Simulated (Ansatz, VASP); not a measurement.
One calculation of Sc, two programs

```
CELL_PARAMETERS angstrom
4.73000 0.00000 0.00000
0.00000 4.73000 0.00000
0.00000 0.00000 3.18000
ATOMIC_POSITIONS crystal
Sc 0.00000 0.00000 0.00000
Sc 0.50000 0.50000 0.00000
Sc 0.00000 0.50000 0.62500
Sc 0.50000 0.00000 0.37500
```

Alike in both runs: task single point; functional PBEsol; k mesh 6 × 6 × 8; no spin polarisation.

```csv
,VASP,Ansatz
version,VASP 6.6.1,Ansatz 0.2.0
potentials or method,"VASP PAW PBE potentials, release 64 (Sc_sv)","plane waves, PAW"
plane-wave cutoff (eV),520,420
occupations,"methfessel-paxton of order 1, width 0.1 eV",cold
valence electrons in the cell,44,44
```

```csv
,VASP,Ansatz,Ansatz less VASP
gap on the k mesh at the Fermi level (eV),none,none,-
pressure (GPa),20.9,20.6,-0.23
"traceless stress, the component that is largest in VASP (GPa)",-4.69,-4.50,+0.192
rms of the force components (eV/Å),0.341,0.336,-0.0046
```

VASP's potentials were made for PBE, not for PBEsol. Atom by atom the forces differ by 0.005 eV/Å (rms over components). A gap of «none» marks a metal or a gap that the smearing closes. Ansatz's warnings: stress scf threshold loose.
